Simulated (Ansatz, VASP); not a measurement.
**ZrC in VASP and in Ansatz**

File INCAR:

```
PREC     = Accurate       # precision mode
ENCUT    = 600            # plane-wave cutoff, eV
EDIFF    = 1E-6           # SCF threshold, eV
ISMEAR   = 0              # smearing method
SIGMA    = 0.05           # smearing width, eV
LREAL    = F              # projectors in reciprocal space
LASPH    = T              # aspherical terms in the spheres
NELM     = 120            # most SCF steps
ALGO     = Normal         # electronic algorithm
ISIF     = 2              # what is computed and relaxed
LWAVE    = F              # write WAVECAR
LCHARG   = F              # write CHGCAR
GGA      = PE             # functional
NBANDS   = 15             # bands
GGA_COMPAT= F
```

KPOINTS

```
Automatic mesh
0
Gamma
  8 8 8
```

Contents of POSCAR:

```
ZrC
1.0
    2.9193288454      0.0000000000      0.0000000000
    0.0000000000      2.9193288454      0.0000000000
    0.0000000000      0.0000000000      2.9193288454
Zr C
1 1
Direct
    0.0000000000      0.0000000000      0.0000000000
    0.5000000000      0.5000000000      0.5000000000
```

Input for Ansatz:

```yaml
crystal:
  lattice:
    - [2.9193288454, 0.0, 0.0]
    - [0.0, 2.9193288454, 0.0]
    - [0.0, 0.0, 2.9193288454]
  atoms:
    - { symbol: Zr, position: [0.0, 0.0, 0.0] }
    - { symbol: C, position: [0.5, 0.5, 0.5] }
basis:
  ecutwfc: 420
  ecutrho_ratio: 4
kpoints:
  mp_grid: { grid: [8, 8, 8] }
hamiltonian:
  xc: pbe
scf:
  occupations: { method: gaussian, width: 0.05 }
output:
  forces: true
  stress: true
  eigenvalues: true
```

Alike in both runs: task single point; functional PBE; k mesh 8 × 8 × 8; occupations gaussian, width 0.05 eV; no spin polarisation.

|  | VASP | Ansatz |
| --- | --- | --- |
| version | VASP 6.6.1 | Ansatz 0.2.0 |
| potentials or method | VASP PAW PBE potentials, release 64 (Zr_sv, C), cutoff 600 eV | scalar-relativistic, plane waves, PAW |
| valence electrons in the cell | 16 | 16 |

Ansatz gave:

| Quantity | Value |
| --- | --- |
| pressure (GPa) | 0.0 |

Question: Which values does VASP return?

Answer: Pressure (GPa): 0.2.

The functional is the same, so the differences come from potentials, cutoffs and numerics.
